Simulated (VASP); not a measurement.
# TiSi2 (Immm) in VASP: notebook

TiSi2 is run at these levels: LDA; tasks: single point.

All numbers are computed with VASP 6.6.1; they aren't measurements. Logs are shortened: lines on timing, memory, paths and dates and some standing lists are left out, and cuts for length are marked.

### Step 1. The cell of the first run

The structure is orthorhombic, space group Immm (No. 71). Conventional cell: a = 2.882 Å, b = 3.340 Å, c = 8.201 Å, α = 90.00°, β = 90.00°, γ = 90.00°. Ti (site symmetry mmm) has 10 Si at 2.61 to 2.71 Å and 4 Ti at 2.88 to 3.34 Å within 3.4 Å. Si (site symmetry mm2) has 9 Si at 2.57 to 3.34 Å and 5 Ti at 2.61 to 2.71 Å within 3.4 Å.

### Step 2. Single point, LDA

File INCAR:

```
PREC = Accurate ; ENCUT = 520
EDIFF = 1E-6 ; ISMEAR = 0
SIGMA = 0.15 ; LREAL = False
LASPH = True ; NELM = 100
ALGO = Normal ; ISIF = 2
LWAVE = False ; LCHARG = False
GGA = CA ; NBANDS = 17
```

File KPOINTS:

```
Automatic mesh
0
Gamma
  18 18 18
```

File POSCAR:

```
TiSi2
1.0
   -1.4410529458      1.6701060708      4.1004087654
    1.4410529458     -1.6701060708      4.1004087654
    1.4410529458      1.6701060708     -4.1004087654
Ti Si
1 2
Direct
    0.0000000000      0.0000000000      0.0000000000
    0.3309289791      0.3309289791      0.0000000000
    0.6690710209      0.6690710209      0.0000000000
```

Potentials or basis: VASP PAW LDA potentials, release 64 (Ti_sv, Si).

The run is started by

```bash
cat potpaw_LDA.64/Ti_sv/POTCAR potpaw_LDA.64/Si/POTCAR > POTCAR
mpirun -np 1 vasp_std > vasp.out
```

OUTCAR:

```text
PREC = Accurate
   ENCUT = 520
   EDIFF = 1E-6
   ISMEAR = 0
   LREAL = False
   LASPH = True
   NELM = 100
   ISIF = 2
   GGA = CA

 ion  position               nearest neighbor table
   1  0.000  0.000  0.000-   3 2.61   3 2.61   3 2.61   2 2.61   3 2.61   2 2.61   2 2.61   2 2.61
                             2 2.71   3 2.71
   2  0.331  0.331  0.000-   3 2.57   3 2.57   3 2.57   3 2.57   1 2.61   1 2.61   1 2.61   1 2.61
                             1 2.71   3 2.77
   3  0.669  0.669  0.000-   2 2.57   2 2.57   2 2.57   2 2.57   1 2.61   1 2.61   1 2.61   1 2.61
                             1 2.71   2 2.77

  LATTYP: Found a body centered orthorhombic cell.
 ALAT       =     2.8821058916
 B/A-ratio  =     1.1589484451
 C/A-ratio  =     2.8454254768

  Lattice vectors:

 A1 = (  -1.4410529458,   1.6701060708,   4.1004087654)
 A2 = (   1.4410529458,  -1.6701060708,   4.1004087654)
 A3 = (   1.4410529458,   1.6701060708,  -4.1004087654)

Analysis of symmetry for initial positions (statically):
=====================================================================
 Subroutine PRICEL returns:
 Original cell was already a primitive cell.

 Routine SETGRP: Setting up the symmetry group for a
 body centered orthorhombic supercell.

 Subroutine GETGRP returns: Found  8 space group operations
 (whereof  8 operations were pure point group operations)
 out of a pool of  8 trial point group operations.

The static configuration has the point symmetry D_2h.

Analysis of symmetry for dynamics (positions and initial velocities):
=====================================================================
 Subroutine PRICEL returns:
 Original cell was already a primitive cell.

 Routine SETGRP: Setting up the symmetry group for a
 body centered orthorhombic supercell.

 Subroutine GETGRP returns: Found  8 space group operations
 (whereof  8 operations were pure point group operations)
 out of a pool of  8 trial point group operations.

The dynamic configuration has the point symmetry D_2h.

 Subroutine INISYM returns: Found  8 space group operations
 (whereof  8 operations are pure point group operations),
 and found     1 'primitive' translations

----------------------------------------------------------------------------------------

                                     Primitive cell

  volume of cell :      39.4740

  direct lattice vectors                    reciprocal lattice vectors
    -1.441052946  1.670106071  4.100408765     0.000000000  0.299382182  0.121939062
     1.441052946 -1.670106071  4.100408765     0.346968515  0.000000000  0.121939062
     1.441052946  1.670106071 -4.100408765     0.346968515  0.299382182  0.000000000

  length of vectors
     4.656097070  4.656097070  4.656097070     0.323262782  0.367772056  0.458275944

  position of ions in fractional coordinates (direct lattice)
     0.000000000  0.000000000  0.000000000
     0.330928979  0.330928979  0.000000000
     0.669071021  0.669071021  0.000000000

  ion indices of the primitive-cell ions
   primitive index   ion index
                 1           1
                 2           2
                 3           3

----------------------------------------------------------------------------------------

 KPOINTS: Automatic mesh

Automatic generation of k-mesh.
 Grid dimensions read from file:
 generate k-points for:   18   18   18

 Generating k-lattice:

  Cartesian coordinates                     Fractional coordinates (reciprocal lattice)
     0.000000000  0.016632343  0.006774392     0.055555556  0.000000000  0.000000000
     0.019276029  0.000000000  0.006774392     0.000000000  0.055555556  0.000000000
     0.019276029  0.016632343  0.000000000     0.000000000  0.000000000  0.055555556

  Length of vectors
     0.017959043  0.020431781  0.025459775

  Shift w.r.t. Gamma in fractional coordinates (k-lattice)
     0.000000000  0.000000000  0.000000000

 Subroutine IBZKPT returns following result:
 ===========================================

 Found    865 irreducible k-points:

 Following reciprocal coordinates:
            Coordinates               Weight
  0.000000  0.000000  0.000000      1.000000
  0.055556  0.000000 -0.000000      4.000000
  0.111111  0.000000 -0.000000      4.000000
  0.166667  0.000000 -0.000000      4.000000
  0.222222  0.000000  0.000000      4.000000
  0.277778 -0.000000  0.000000      4.000000
[... 16 lines left out ...]
 -0.333333  0.055556 -0.000000      8.000000
 -0.277778  0.055556 -0.000000      8.000000
 [... further k-points ...]
   k-points           NKPTS =    865   k-points in BZ     NKDIM =    865   number of bands    NBANDS=     17
   number of dos      NEDOS =    301   number of ions     NIONS =      3
   total plane-waves  NPLWV =  46656
   dimension x,y,z NGX =    36 NGY =   36 NGZ =   36
   dimension x,y,z NGXF=    72 NGYF=   72 NGZF=   72
   ions per type =               1   2
   NGX,Y,Z   is equivalent  to a cutoff of  12.85, 12.85, 12.85 a.u.
   NGXF,Y,Z  is equivalent  to a cutoff of  25.71, 25.71, 25.71 a.u.
 SYSTEM =  unknown system
   PREC   = accura    normal or accurate (medium, high low for compatibility)
   ISTART =      0    job   : 0-new  1-cont  2-samecut
   ICHARG =      2    charge: 1-file 2-atom 10-const
   ISPIN  =      1    spin polarized calculation?
   LNONCOLLINEAR =      F non collinear calculations
   LSORBIT =      F    spin-orbit coupling
   LASPH  =      T    aspherical Exc in radial PAW
   ENCUT  =  520.0 eV  38.22 Ry    6.18 a.u.   8.66  8.66  8.66*2*pi/ulx,y,z
   NELM   =    100;   NELMIN=  2; NELMDL= -5     # of ELM steps
   EDIFF  = 0.1E-05   stopping-criterion for ELM
   LREAL  =      F    real-space projection
   EDIFFG = 0.1E-04   stopping-criterion for IOM
   NSW    =      0    number of steps for IOM
   IBRION =     -1    ionic relax: 0-MD 1-quasi-New 2-CG
   NFREE  =      0    steps in history (QN), initial steepest desc. (CG)
   ISIF   =      2    stress and relaxation
   ISYM   =      2    0-nonsym 1-usesym 2-fastsym
   POTIM  = 0.5000    time-step for ionic-motion
   TEBEG  =    0.0;   TEEND  =   0.0 temperature during run
   PSTRESS=    0.0 pullay stress
   NELECT =      20.0000    total number of electrons
   NUPDOWN=      -1.0000    fix difference up-down
   EMIN   =  10.00;   EMAX   =-10.00  energy-range for DOS
   EFERMI =   0.00;   METHOD = LEGACY
   ISMEAR =     0;   SIGMA  =   0.15  broadening in eV -4-tet -1-fermi 0-gaus
   EFERMI_NEDOS =   21; number of points for ismear=-14 and -15
   IALGO  =     38    algorithm
   IMIX   =      4    mixing-type and parameters
     AMIX     =   0.40;   BMIX     =  1.00
     AMIX_MAG =   1.60;   BMIX_MAG =  1.00
  volume/ion in A,a.u.               =      13.16        88.79
  Fermi-wavevector in a.u.,A,eV,Ry     =   1.305112  2.466304 23.175039  1.703317
  Thomas-Fermi vector in A             =   2.436003
   LORBIT       =      0    0 simple, 1 ext, 2 COOP (PROOUT), +10 PAW based schemes
   GGA     = CA    functional components
   LHFCALC =     F    Hartree Fock is set to
   AEXX    =    0.0000 exact exchange contribution
   IVDW    =     0    specifies the selected vdW correction
   LEPSILON=     F    determine dielectric tensor
   LRPA    =     F    only Hartree local field effects (RPA)
 non-spin polarized calculation
 Gauss-broadening in eV      SIGMA  =   0.15
  energy-cutoff  :      520.00
  volume of cell :       39.47
 maximum number of plane-waves:      1090
   NGX = 17   NGY = 17   NGZ = 17

 number of electron      20.0000002 magnetization

 Free energy of the ion-electron system (eV)
  ---------------------------------------------------
  ext. energy  EPLUGINS =         0.00000000
  ---------------------------------------------------
  free energy    TOTEN  =       -21.93839813 eV

  energy without entropy =      -21.92370166  energy(sigma->0) =      -21.93104989

 E-fermi :  10.7782     XC(G=0): -12.1768

 val. band max:       10.7766620806   @ k =   0.1111   0.3889   0.0556
 cond. band min:      10.7787278574   @ k =  -0.1667   0.1667   0.1111
 fundamental gap:      0.0020657769
 Fermi energy:        10.7782413939

 k-point     1 :       0.0000    0.0000    0.0000
  band No.  band energies     occupation
      1     -44.5344      2.00000
      2     -21.2796      2.00000
      3     -21.2512      2.00000
      4     -20.9565      2.00000
      5      -2.1492      2.00000
      6       5.7845      2.00000
[... 9 lines left out ...]
     16      16.7378      0.00000
     17      16.8854      0.00000

 k-point     2 :       0.0556    0.0000   -0.0000
  band No.  band energies     occupation
      1     -44.5341      2.00000
      2     -21.2793      2.00000
      3     -21.2553      2.00000
      4     -20.9563      2.00000
      5      -2.1009      2.00000
      6       5.7023      2.00000
[... 9 lines left out ...]
     16      16.6766      0.00000
     17      16.9412      0.00000

 k-point     3 :       0.1111    0.0000   -0.0000
  band No.  band energies     occupation
      1     -44.5332      2.00000
      2     -21.2784      2.00000
      3     -21.2671      2.00000
      4     -20.9554      2.00000
      5      -1.9569      2.00000
      6       5.4858      2.00000
[... 9 lines left out ...]
     16      16.5788      0.00000
     17      17.1450      0.00000

 k-point     4 :       0.1667    0.0000   -0.0000
  band No.  band energies     occupation
      1     -44.5319      2.00000
      2     -21.2854      2.00000
      3     -21.2769      2.00000
      4     -20.9542      2.00000
      5      -1.7198      2.00000
      6       5.1582      2.00000
[... 9 lines left out ...]
     16      16.9396      0.00000
     17      17.5009      0.00000
[... 343 lines left out ...]
      1     -44.5241      2.00000
      2     -21.3687      2.00000
      3     -21.2683      2.00000
      4     -20.9614      2.00000
      5       0.0437      2.00000
      6       2.8672      2.00000
[... 9 lines left out ...]
     16      17.9008      0.00000
     17      19.5342      0.00000

 k-point    23 :      -0.3333    0.0556   -0.0000
  band No.  band energies     occupation
      1     -44.5254      2.00000
      2     -21.3509      2.00000
      3     -21.2696      2.00000
      4     -20.9627      2.00000
      5      -0.5036      2.00000
      6       3.5903      2.00000
[... 9 lines left out ...]
     16      18.3798      0.00000
     17      19.2672      0.00000

 k-point    24 :      -0.2778    0.0556   -0.0000
  band No.  band energies     occupation
      1     -44.5270      2.00000
      2     -21.3291      2.00000
      3     -21.2712      2.00000
      4     -20.9644      2.00000
      5      -0.9812      2.00000
      6       4.2978      2.00000
[... 9 lines left out ...]
     16      18.7022      0.00000
     17      18.8439      0.00000

 [... further k-points ...]

------------------------ aborting loop because EDIFF is reached ----------------------------------------

  FORCE on cell =-STRESS in cart. coord.  units (eV):
  Direction    XX          YY          ZZ          XY          YZ          ZX
  --------------------------------------------------------------------------------------
  -------------------------------------------------------------------------------------
  Total        1.0583461      1.1907840      1.1954487      0.0000000      0.0000000      0.0000000
  in kB       42.9563305     48.3317424     48.5210722      0.0000000      0.0000000      0.0000000
  external PRESSURE =      46.6030484 kB  Pullay stress =       0.0000000 kB

 VOLUME and BASIS-vectors are now :
 -----------------------------------------------------------------------------
  energy-cutoff  :      520.00
  volume of cell :       39.47
      direct lattice vectors                 reciprocal lattice vectors
    -1.441052946  1.670106071  4.100408765     0.000000000  0.299382182  0.121939062
     1.441052946 -1.670106071  4.100408765     0.346968515  0.000000000  0.121939062
     1.441052946  1.670106071 -4.100408765     0.346968515  0.299382182  0.000000000

 POSITION                                       TOTAL-FORCE (eV/Angst)
 -----------------------------------------------------------------------------------
      0.00000      0.00000      0.00000        -0.000000     -0.000000      0.000000
      0.00000      0.00000      2.71389        -0.000000     -0.000000     -0.034780
      0.00000      0.00000      5.48693         0.000000      0.000000      0.034780
 -----------------------------------------------------------------------------------
    total drift:                                0.000000     -0.000000      0.000000

  FREE ENERGIE OF THE ION-ELECTRON SYSTEM (eV)
  ---------------------------------------------------
  free  energy   TOTEN  =       -21.9383981276 eV

  energy  without entropy=      -21.9237016619  energy(sigma->0) =      -21.93104989
```

It took 15 min on 1 thread of Intel Xeon Platinum 8488C (Sapphire Rapids), shared host; peak memory 0.63 GiB.

Results:

```yaml
Free_energy: -21.9384 eV
Pressure: 4.7 GPa
Largest_force: 0.035 eV/Å
Band_gap_on_the_k_mesh: zero (bands 10 and 11 overlap by 2.53 eV)
```

Forces in eV/Å, atoms in the order of the input:
```
Ti   0.000  0.000  0.000
Si   0.000  0.000 -0.035
Si   0.000  0.000  0.035
```

Stress tensor (GPa, compression positive):
```
4.30 0.00 0.00
0.00 4.83 0.00
0.00 0.00 4.85
```

Caveat: the cell stands under pressure.

### Step 3. Single point, LDA (atoms shifted along a free coordinate)

File INCAR:

```
SYSTEM = TiSi2
PREC = Accurate ; ENCUT = 520
EDIFF = 1E-6 ; ISMEAR = 0
SIGMA = 0.15 ; LREAL = .FALSE.
LASPH = .TRUE. ; NELM = 100
ALGO = Normal ; ISIF = 2
LWAVE = .FALSE. ; LCHARG = .FALSE.
NBANDS = 17
```

File KPOINTS:

```
Automatic mesh
0
G
  18 18 18
  0 0 0
```

File POSCAR:

```
TiSi2
1.0
   -1.4540925019      1.6852182440      4.1375118505
    1.4540925019     -1.6852182440      4.1375118505
    1.4540925019      1.6852182440     -4.1375118505
Ti Si
1 2
Direct
    0.0000000000      0.0000000000      0.0000000000
    0.3490558154      0.3490558154      0.0000000000
    0.6509441846      0.6509441846      0.0000000000
```

Potentials or basis: VASP PAW LDA potentials, release 64 (Ti_sv, Si).

The run is started by

```bash
cat potpaw_LDA.64/Ti_sv/POTCAR potpaw_LDA.64/Si/POTCAR > POTCAR
mpirun -np 1 vasp_std > vasp.out
```

Wall time 19 min (1 thread of Intel Xeon 8259CL, shared host); peak memory 0.64 GiB.

It converged, with:

| Property | Result |
| --- | --- |
| Free energy | -21.7224 eV |
| Pressure | 4.4 GPa |
| Largest force | 1.579 eV/Å |
| Band gap on the k mesh | zero (bands 10 and 11 overlap by 2.80 eV) |

Forces in eV/Å, atoms in the order of the input:
```
Ti   0.000  0.000  0.000
Si   0.000  0.000 -1.579
Si   0.000  0.000  1.579
```

Stress tensor (GPa, compression positive):
```
3.29 0.00 0.00
0.00 7.37 0.00
0.00 0.00 2.59
```

Levels at points of the mesh, in eV from the Fermi level:
| k point | band 7 | band 8 | band 9 | band 10 | band 11 | band 12 | band 13 | band 14 |
| --- | --- | --- | --- | --- | --- | --- | --- | --- |
| (0.00, 0.00, 0.00) | -3.94 | -1.62 | -0.92 | 1.10 | 2.34 | 2.52 | 3.15 | 4.15 |
| (0.50, 0.00, 0.00) | -4.38 | -4.02 | -0.61 | 0.52 | 2.20 | 2.61 | 3.53 | 3.84 |
| (0.00, 0.50, 0.00) | -3.90 | -3.77 | -1.48 | -0.30 | 1.08 | 3.46 | 3.76 | 3.81 |
| (0.50, 0.50, 0.00) | -4.58 | -3.87 | -2.45 | -1.50 | -1.20 | 3.05 | 3.78 | 3.78 |
| (0.50, 0.50, 0.50) | -1.36 | -0.58 | 0.09 | 0.39 | 2.06 | 2.40 | 3.06 | 4.02 |

Caveat: the cell differs from its parent crystal (atoms shifted along a free coordinate); the cell stands under pressure; forces of over 1 eV/Å act on the atoms, so gaps and moduli don't describe the material at rest.
